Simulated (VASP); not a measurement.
Wanted: the native input for a VASP 6.6.1 run.

* Task: single point
* Functional: PBE
* Potentials or basis: VASP PAW PBE potentials, release 64 (Sn_d, Se)
* Cutoff: 500 eV
* k mesh: 6 × 6 × 4
* Occupations: gaussian, width 0.01 eV
* Spin: no spin polarisation
* Dipole correction: no
* Further INCAR settings: ALGO = Normal; EDIFF = 1e-06; NBANDS = 28

The structure of SnSe lies in POSCAR:

```
SnSe
1.0
    5.0997223561      0.0000000000      0.0000000000
   -2.5498611781      4.4164891127      0.0000000000
    0.0000000000      0.0000000000      6.1245278614
Sn Se
2 2
Direct
    0.3333333333      0.6666666667      0.2500000000
    0.6666666667      0.3333333333      0.7500000000
    0.6666666667      0.3333333333      0.2500000000
    0.3333333333      0.6666666667      0.7500000000
```

The input as run:

INCAR

```
SYSTEM = SnSe
ALGO = Normal
EDIFF = 1E-6
ENCUT = 500
GGA = PE
GGA_COMPAT = .FALSE.
ISIF = 2
ISMEAR = 0
LASPH = .TRUE.
LCHARG = .TRUE.
LELF = .TRUE.
LREAL = .FALSE.
LVHAR = .TRUE.
LWAVE = .FALSE.
NBANDS = 28
NELM = 120
PREC = Accurate
SIGMA = 0.01
```

KPOINTS

```
k-points
0
G
  6 6 4
  0 0 0
```

Potentials or basis: VASP PAW PBE potentials, release 64 (Sn_d, Se).

Command:

```bash
$ cat potpaw_PBE.64/Sn_d/POTCAR potpaw_PBE.64/Se/POTCAR > POTCAR
$ mpirun -np 1 vasp_std > vasp.out
```

It gave:

```json
{
 "Pressure": "0.0 GPa",
 "Band gap on the k mesh": "0.46 eV, direct"
}
```

Caveat: spin-orbit coupling is left out, which moves the levels of the heavy elements.

Run time: 63 s on 1 thread of Intel(R) Xeon(R) Platinum 8259CL CPU @ 2.50GHz (Skylake/Cascade Lake), on a shared host, peak memory 0.29 GiB.
